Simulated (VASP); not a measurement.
# Ta: single point with r2SCAN

Crystal: Ta.

```
CELL_PARAMETERS angstrom
3.43685 0.00000 0.00000
0.00000 3.25885 0.00000
0.00000 0.00000 3.25885
ATOMIC_POSITIONS crystal
Ta 0.00000 0.00000 0.00000
Ta 0.50000 0.50000 0.50000
```

This cell differs from its parent crystal: uniaxial strain along a: +4.0 %, then relaxed in part.

```
Program                : VASP 6.6.1
Task                   : single point
Functional             : r2SCAN
Potentials or basis    : VASP PAW PBE potentials, release 64 (Ta_pv)
Cutoff                 : 520 eV
k mesh                 : 16 × 16 × 16
Occupations            : gaussian, width 0.1 eV
Spin                   : no spin polarisation
Dipole correction      : no
Further INCAR settings : ALGO = Normal; EDIFF = 1e-06; NBANDS = 18
```

The pressure is -1.2 GPa. The band gap on the k mesh is zero (bands 11 and 12 overlap by 2.92 eV).

Stress tensor (GPa, compression positive):
```
-4.89  0.00  0.00
 0.00  0.60  0.00
 0.00  0.00  0.60
```

Levels at points of the mesh, in eV from the Fermi level:
```tsv
k point	band 8	band 9	band 10	band 11	band 12	band 13	band 14	band 15
(0.00, 0.00, 0.00)	-3.94	-3.79	0.64	0.64	1.33	3.78	4.71	6.89
(0.50, 0.00, 0.00)	-4.18	-1.00	-1.00	1.60	1.60	1.60	1.60	3.62
(0.00, 0.50, 0.00)	-3.82	-0.80	-0.80	0.90	0.90	1.48	1.48	3.26
(0.50, 0.50, 0.00)	-4.52	-1.27	-1.27	1.28	1.28	3.67	3.67	5.23
(0.00, 0.50, 0.50)	-4.47	-1.99	-1.99	1.68	1.68	4.76	4.76	5.49
(0.50, 0.50, 0.50)	-1.54	-1.24	-1.24	-1.24	-1.24	5.00	5.00	5.61
```

Wall time 3.5 min on 1 thread of Intel(R) Xeon(R) 6975P-C (Granite Rapids), with other jobs on the host, peak memory 0.32 GiB.

Caveat: the cell differs from its parent crystal (uniaxial strain along a: +4.0 %, then relaxed in part); the stress differs along the axes, from -5 to 1 GPa; the PAW data sets were made with another functional, which shifts forces and pressure a little; spin-orbit coupling is left out, which moves the levels of the heavy elements.
